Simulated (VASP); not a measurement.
# MgO (I4/mmm) in VASP: single point with r2SCAN

Aim: the single point of MgO with r2SCAN.

Program: VASP 6.6.1. These are calculated values, not measurements. Logs are shortened: lines on timing, memory, paths and dates and some standing lists are left out, and cuts for length are marked.

## (1) The cell of the first run

It takes space group I4/mmm (No. 139, tetragonal). The conventional cell has a = 2.806 Å, b = 2.806 Å, c = 4.372 Å, α = 90.00°, β = 90.00°, γ = 90.00°. Within 2.6 Å of Mg (site symmetry 4/mmm) lie 6 O at 1.98 to 2.19 Å. O (site symmetry 4/mmm) has 6 Mg at 1.98 to 2.19 Å within 2.6 Å.

## (2) Single point, r2SCAN (epitaxial xy strain -5.6%)

POSCAR reads:

```
MgO
1.0
    0.0000000000      1.9840261827      2.1861978207
    1.9840261827      0.0000000000      2.1861978207
    1.9840261827      1.9840261827      0.0000000000
Mg O
1 1
Direct
    0.0000000000      0.0000000000      0.0000000000
    0.5000000000      0.5000000000      0.5000000000
```

INCAR.step1 reads:

```
SYSTEM = MgO
PREC = Accurate ; ENCUT = 920
ISMEAR = 0 ; SIGMA = 0.01
LREAL = .FALSE. ; LASPH = .TRUE.
NELM = 120 ; NBANDS = 15
GGA = PE ; ALGO = Normal
EDIFF = 1E-5 ; LWAVE = .TRUE.
LCHARG = .FALSE. ; GGA_COMPAT = .FALSE.
```

INCAR.step2 reads:

```
SYSTEM = MgO
PREC = Accurate ; ENCUT = 920
EDIFF = 1E-6 ; ISMEAR = 0
SIGMA = 0.01 ; LREAL = .FALSE.
LASPH = .TRUE. ; NELM = 120
ALGO = Normal ; ISIF = 2
LWAVE = .FALSE. ; LCHARG = .FALSE.
METAGGA = R2SCAN ; LMIXTAU = .TRUE.
NBANDS = 15 ; ISTART = 1
GGA_COMPAT = .FALSE.
```

KPOINTS reads:

```
Automatic mesh
0
G
  10 10 10
  0 0 0
```

Potentials or basis: VASP PAW PBE potentials, release 64 (Mg_sv, O).

Started as:

```bash
$ cat potpaw_PBE.64/Mg_sv/POTCAR potpaw_PBE.64/O/POTCAR > POTCAR
$ cp INCAR.step1 INCAR
$ mpirun -np 1 vasp_std > vasp.out
$ cp INCAR.step2 INCAR
$ mpirun -np 1 vasp_std > vasp.out
```

OUTCAR:

```text
SYSTEM = MgO
   PREC = Accurate
   ENCUT = 920
   EDIFF = 1E-6
   ISMEAR = 0
   LREAL = .FALSE.
   LASPH = .TRUE.
   NELM = 120
   ISIF = 2
   METAGGA = R2SCAN
   ISTART = 1

 ion  position               nearest neighbor table
   1  0.000  0.000  0.000-   2 1.98   2 1.98   2 1.98   2 1.98
   2  0.500  0.500  0.500-   1 1.98   1 1.98   1 1.98   1 1.98

  LATTYP: Found a body centered tetragonal cell.
 ALAT       =     2.8058367357
 C/A-ratio  =     1.5583214753

  Lattice vectors:

 A1 = (  -1.9840261827,   0.0000000000,   2.1861978207)
 A2 = (   1.9840261827,   0.0000000000,   2.1861978207)
 A3 = (   0.0000000000,   1.9840261827,  -2.1861978207)

Analysis of symmetry for initial positions (statically):
=====================================================================
 Subroutine PRICEL returns:
 Original cell was already a primitive cell.

 Routine SETGRP: Setting up the symmetry group for a
 body centered tetragonal supercell.

 Subroutine GETGRP returns: Found 16 space group operations
 (whereof 16 operations were pure point group operations)
 out of a pool of 16 trial point group operations.

The static configuration has the point symmetry D_4h.

Analysis of symmetry for dynamics (positions and initial velocities):
=====================================================================
 Subroutine PRICEL returns:
 Original cell was already a primitive cell.

 Routine SETGRP: Setting up the symmetry group for a
 body centered tetragonal supercell.

 Subroutine GETGRP returns: Found 16 space group operations
 (whereof 16 operations were pure point group operations)
 out of a pool of 16 trial point group operations.

The dynamic configuration has the point symmetry D_4h.

 Subroutine INISYM returns: Found 16 space group operations
 (whereof 16 operations are pure point group operations),
 and found     1 'primitive' translations

----------------------------------------------------------------------------------------

                                     Primitive cell

  volume of cell :      17.2113

  direct lattice vectors                    reciprocal lattice vectors
     0.000000000  1.984026183  2.186197821    -0.252012803  0.252012803  0.228707574
     1.984026183  0.000000000  2.186197821     0.252012803 -0.252012803  0.228707574
     1.984026183  1.984026183  0.000000000     0.252012803  0.252012803 -0.228707574

  length of vectors
     2.952256900  2.952256900  2.805836736     0.423471440  0.423471440  0.423471440

  position of ions in fractional coordinates (direct lattice)
     0.000000000  0.000000000  0.000000000
     0.500000000  0.500000000  0.500000000

  ion indices of the primitive-cell ions
   primitive index   ion index
                 1           1
                 2           2

----------------------------------------------------------------------------------------

 KPOINTS: Automatic mesh

Automatic generation of k-mesh.
 Grid dimensions read from file:
 generate k-points for:   10   10   10

 Generating k-lattice:

  Cartesian coordinates                     Fractional coordinates (reciprocal lattice)
    -0.025201280  0.025201280  0.022870757     0.100000000  0.000000000  0.000000000
     0.025201280 -0.025201280  0.022870757     0.000000000  0.100000000  0.000000000
     0.025201280  0.025201280 -0.022870757     0.000000000  0.000000000  0.100000000

  Length of vectors
     0.042347144  0.042347144  0.042347144

  Shift w.r.t. Gamma in fractional coordinates (k-lattice)
     0.000000000  0.000000000  0.000000000

 Subroutine IBZKPT returns following result:
 ===========================================

 Found    102 irreducible k-points:

 Following reciprocal coordinates:
            Coordinates               Weight
  0.000000  0.000000  0.000000      1.000000
  0.100000 -0.000000  0.000000      8.000000
  0.200000 -0.000000  0.000000      8.000000
  0.300000  0.000000  0.000000      8.000000
  0.400000  0.000000  0.000000      8.000000
  0.500000 -0.000000  0.000000      4.000000
[... 16 lines left out ...]
  0.300000  0.300000  0.000000      2.000000
  0.400000  0.300000  0.000000      8.000000
 [... further k-points ...]
   k-points           NKPTS =    102   k-points in BZ     NKDIM =    102   number of bands    NBANDS=     15
   number of dos      NEDOS =    301   number of ions     NIONS =      2
   total plane-waves  NPLWV =  25200
   dimension x,y,z NGX =    30 NGY =   30 NGZ =   28
   dimension x,y,z NGXF=    60 NGYF=   60 NGZF=   56
   ions per type =               1   1
   NGX,Y,Z   is equivalent  to a cutoff of  16.89, 16.89, 16.59 a.u.
   NGXF,Y,Z  is equivalent  to a cutoff of  33.79, 33.79, 33.18 a.u.
 SYSTEM =  MgO
   PREC   = accura    normal or accurate (medium, high low for compatibility)
   ISTART =      1    job   : 0-new  1-cont  2-samecut
   ICHARG =      0    charge: 1-file 2-atom 10-const
   ISPIN  =      1    spin polarized calculation?
   LNONCOLLINEAR =      F non collinear calculations
   LSORBIT =      F    spin-orbit coupling
   LASPH  =      T    aspherical Exc in radial PAW
   ENCUT  =  920.0 eV  67.62 Ry    8.22 a.u.   7.30  7.30  6.94*2*pi/ulx,y,z
   NELM   =    120;   NELMIN=  2; NELMDL=  0     # of ELM steps
   EDIFF  = 0.1E-05   stopping-criterion for ELM
   LREAL  =      F    real-space projection
   EDIFFG = 0.1E-04   stopping-criterion for IOM
   NSW    =      0    number of steps for IOM
   IBRION =     -1    ionic relax: 0-MD 1-quasi-New 2-CG
   NFREE  =      0    steps in history (QN), initial steepest desc. (CG)
   ISIF   =      2    stress and relaxation
   ISYM   =      2    0-nonsym 1-usesym 2-fastsym
   POTIM  = 0.5000    time-step for ionic-motion
   TEBEG  =    0.0;   TEEND  =   0.0 temperature during run
   PSTRESS=    0.0 pullay stress
   NELECT =      16.0000    total number of electrons
   NUPDOWN=      -1.0000    fix difference up-down
   EMIN   =  10.00;   EMAX   =-10.00  energy-range for DOS
   EFERMI =   0.00;   METHOD = LEGACY
   ISMEAR =     0;   SIGMA  =   0.01  broadening in eV -4-tet -1-fermi 0-gaus
   EFERMI_NEDOS =   21; number of points for ismear=-14 and -15
   IALGO  =     38    algorithm
   IMIX   =      4    mixing-type and parameters
     AMIX     =   0.40;   BMIX     =  1.00
     AMIX_MAG =   1.60;   BMIX_MAG =  1.00
  volume/ion in A,a.u.               =       8.61        58.07
  Fermi-wavevector in a.u.,A,eV,Ry     =   1.597755  3.019318 34.733221  2.552820
  Thomas-Fermi vector in A             =   2.695311
   LORBIT       =      0    0 simple, 1 ext, 2 COOP (PROOUT), +10 PAW based schemes
   METAGGA = R2SCAN    functional components
   LHFCALC =     F    Hartree Fock is set to
   AEXX    =    0.0000 exact exchange contribution
   IVDW    =     0    specifies the selected vdW correction
   LEPSILON=     F    determine dielectric tensor
   LRPA    =     F    only Hartree local field effects (RPA)
 non-spin polarized calculation
 Gauss-broadening in eV      SIGMA  =   0.01
  energy-cutoff  :      920.00
  volume of cell :       17.21
 maximum number of plane-waves:      1108
 NGX is ok and might be reduce to    30
   NGX = 15   NGY = 15   NGZ = 13

 number of electron      16.0000003 magnetization

 Free energy of the ion-electron system (eV)
  ---------------------------------------------------
  ext. energy  EPLUGINS =         0.00000000
  ---------------------------------------------------
  free energy    TOTEN  =       -15.98381580 eV

  energy without entropy =      -15.98381580  energy(sigma->0) =      -15.98381580

 E-fermi :   3.3595     XC(G=0): -12.4881

 val. band max:        3.1591384418   @ k =   0.0000   0.0000   0.0000
 cond. band min:       9.4907803408   @ k =   0.0000   0.0000   0.0000
 fundamental gap:      6.3316418990
 Fermi energy:         3.3594570249

 k-point     1 :       0.0000    0.0000    0.0000
  band No.  band energies     occupation
      1     -71.5304      2.00000
      2     -36.6480      2.00000
      3     -36.5897      2.00000
      4     -36.5897      2.00000
      5     -15.5463      2.00000
      6       3.0420      2.00000
      7       3.0421      2.00000
      8       3.1591      2.00000
      9       9.4908      0.00000
     10      19.8086      0.00000
     11      20.9294      0.00000
     12      20.9294      0.00000
     13      24.9267      0.00000
     14      25.2826      0.00000
     15      28.4006      0.00000

 k-point     2 :       0.1000   -0.0000    0.0000
  band No.  band energies     occupation
      1     -71.5292      2.00000
      2     -36.6520      2.00000
      3     -36.5997      2.00000
      4     -36.5898      2.00000
      5     -15.4213      2.00000
      6       2.4257      2.00000
      7       2.9800      2.00000
      8       3.0262      2.00000
      9      10.0995      0.00000
     10      19.2010      0.00000
     11      20.4584      0.00000
     12      21.2291      0.00000
     13      24.7994      0.00000
     14      26.7718      0.00000
     15      27.7266      0.00000

 k-point     3 :       0.2000   -0.0000    0.0000
  band No.  band energies     occupation
      1     -71.5260      2.00000
      2     -36.6666      2.00000
      3     -36.6214      2.00000
      4     -36.5901      2.00000
      5     -15.0779      2.00000
      6       1.0366      2.00000
      7       2.7670      2.00000
      8       2.8215      2.00000
      9      11.2997      0.00000
     10      17.7262      0.00000
     11      20.8498      0.00000
     12      21.9849      0.00000
     13      24.5237      0.00000
     14      26.7528      0.00000
     15      28.2726      0.00000

 k-point     4 :       0.3000    0.0000    0.0000
  band No.  band energies     occupation
      1     -71.5221      2.00000
      2     -36.6947      2.00000
      3     -36.6380      2.00000
      4     -36.5906      2.00000
      5     -14.6145      2.00000
      6      -0.4078      2.00000
      7       2.4694      2.00000
      8       2.6329      2.00000
      9      12.1737      0.00000
     10      17.1777      0.00000
     11      20.9138      0.00000
     12      22.6666      0.00000
     13      25.4318      0.00000
     14      26.6900      0.00000
     15      27.9420      0.00000
[... 307 lines left out ...]
 k-point    22 :      -0.2000    0.2000    0.0000
  band No.  band energies     occupation
      1     -71.5203      2.00000
      2     -36.6834      2.00000
      3     -36.6716      2.00000
      4     -36.5880      2.00000
      5     -14.4210      2.00000
      6      -0.4673      2.00000
      7       1.6781      2.00000
      8       2.6126      2.00000
      9      13.2691      0.00000
     10      16.0246      0.00000
     11      20.5271      0.00000
     12      24.0509      0.00000
     13      24.4251      0.00000
     14      26.9646      0.00000
     15      29.5775      0.00000

 k-point    23 :       0.3000    0.3000    0.0000
  band No.  band energies     occupation
      1     -71.5221      2.00000
      2     -36.7080      2.00000
      3     -36.6075      2.00000
      4     -36.6075      2.00000
      5     -14.5877      2.00000
      6      -0.3442      2.00000
      7       2.2692      2.00000
      8       2.2693      2.00000
      9      13.9194      0.00000
     10      15.2163      0.00000
     11      18.8499      0.00000
     12      24.0093      0.00000
     13      24.0094      0.00000
     14      30.8161      0.00000
     15      32.6026      0.00000

 k-point    24 :       0.4000    0.3000    0.0000
  band No.  band energies     occupation
      1     -71.5200      2.00000
      2     -36.7190      2.00000
      3     -36.6186      2.00000
      4     -36.6097      2.00000
      5     -14.3214      2.00000
      6      -0.8365      2.00000
      7       1.8261      2.00000
      8       2.1383      2.00000
      9      14.6683      0.00000
     10      15.1645      0.00000
     11      18.1213      0.00000
     12      24.5242      0.00000
     13      24.5302      0.00000
     14      31.4002      0.00000
     15      32.4447      0.00000

 [... further k-points ...]

------------------------ aborting loop because EDIFF is reached ----------------------------------------

  FORCE on cell =-STRESS in cart. coord.  units (eV):
  Direction    XX          YY          ZZ          XY          YZ          ZX
  --------------------------------------------------------------------------------------
  -------------------------------------------------------------------------------------
  Total        3.1086218      3.1086218      0.0534521      0.0000000      0.0000000     -0.0000000
  in kB      289.3771421    289.3771421      4.9757775      0.0000000      0.0000000     -0.0000000
  external PRESSURE =     194.5766873 kB  Pullay stress =       0.0000000 kB

 VOLUME and BASIS-vectors are now :
 -----------------------------------------------------------------------------
  energy-cutoff  :      920.00
  volume of cell :       17.21
      direct lattice vectors                 reciprocal lattice vectors
     0.000000000  1.984026183  2.186197821    -0.252012803  0.252012803  0.228707574
     1.984026183  0.000000000  2.186197821     0.252012803 -0.252012803  0.228707574
     1.984026183  1.984026183  0.000000000     0.252012803  0.252012803 -0.228707574

 POSITION                                       TOTAL-FORCE (eV/Angst)
 -----------------------------------------------------------------------------------
      0.00000      0.00000      0.00000        -0.000000      0.000000      0.000000
      1.98403      1.98403      2.18620         0.000000      0.000000     -0.000000
 -----------------------------------------------------------------------------------
    total drift:                                0.000000      0.000000      0.000000

  FREE ENERGIE OF THE ION-ELECTRON SYSTEM (eV)
  ---------------------------------------------------
  free  energy   TOTEN  =       -15.9838158032 eV

  energy  without entropy=      -15.9838158032  energy(sigma->0) =      -15.98381580
```

Wall time 1.7 min (1 thread of Intel Xeon 6975P-C (Granite Rapids), shared host); peak memory 0.19 GiB.

What came out:

```yaml
Free_energy: -15.9838 eV
Pressure: 19.5 GPa
Band_gap_on_the_k_mesh: 6.33 eV
```

Stress tensor (GPa, compression positive):
```
28.94  0.00  0.00
 0.00 28.94  0.00
 0.00  0.00  0.50
```

Caveat: the cell differs from its parent crystal (epitaxial xy strain -5.6%); the stress differs along the axes, from 0 to 29 GPa; the PAW data sets were made with another functional, which shifts forces and pressure a little.
